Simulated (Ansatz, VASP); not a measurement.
# One calculation of SnO2, two programs

```
CELL_PARAMETERS angstrom
4.61858 0.00000 0.00000
0.00000 5.89923 0.00000
0.00000 0.00000 5.10985
ATOMIC_POSITIONS crystal
Sn 0.50000 0.66734 0.75000
Sn 0.00000 0.83266 0.25000
Sn 0.50000 0.33266 0.25000
Sn 0.00000 0.16734 0.75000
O 0.73093 0.60502 0.07769
O 0.23093 0.89498 0.92231
O 0.76907 0.89498 0.57769
O 0.26907 0.60502 0.42231
O 0.73093 0.39498 0.57769
O 0.23093 0.10502 0.42231
O 0.76907 0.10502 0.07769
O 0.26907 0.39498 0.92231
```

Change from the starting cell: volume 11.602 Å^3 an atom, stretch along b over the lengths across it, relative to the relaxed cell 1.0549.

Alike in both runs: task single point; functional LDA; k mesh 6 × 6 × 6; occupations gaussian, width 0.05 eV; no spin polarisation.

```csv
,VASP,Ansatz
version,VASP 6.6.1,Ansatz 0.2.0
potentials or method,"VASP PAW LDA potentials, release 64 (Sn_d, O), cutoff 520 eV","scalar-relativistic, plane waves, PAW"
valence electrons in the cell,104,104
```

VASP gave:

| Property | Result |
| --- | --- |
| gap on the k mesh at the Fermi level (eV) | 1.56 |
| least direct gap on the mesh (eV) | 1.57 |
| pressure (GPa) | 1.9 |
| traceless stress, the component that is largest in VASP (GPa) | -6.32 |
| rms of the force components (eV/Å) | 0.143 |

Task: What did Ansatz give for the same quantities?

Result: gap on the k mesh at the Fermi level (eV): 1.53; least direct gap on the mesh (eV): 1.54; pressure (GPa): 0.6; traceless stress, the component that is largest in VASP (GPa): -6.16; rms of the force components (eV/Å): 0.130.

Ansatz warns that its potentials were made for another functional, while VASP's fit it. LDA's correlation is that of Perdew and Zunger in VASP and of Perdew and Wang (1992) in Ansatz. Atom by atom the forces differ by 0.019 eV/Å (rms over components).
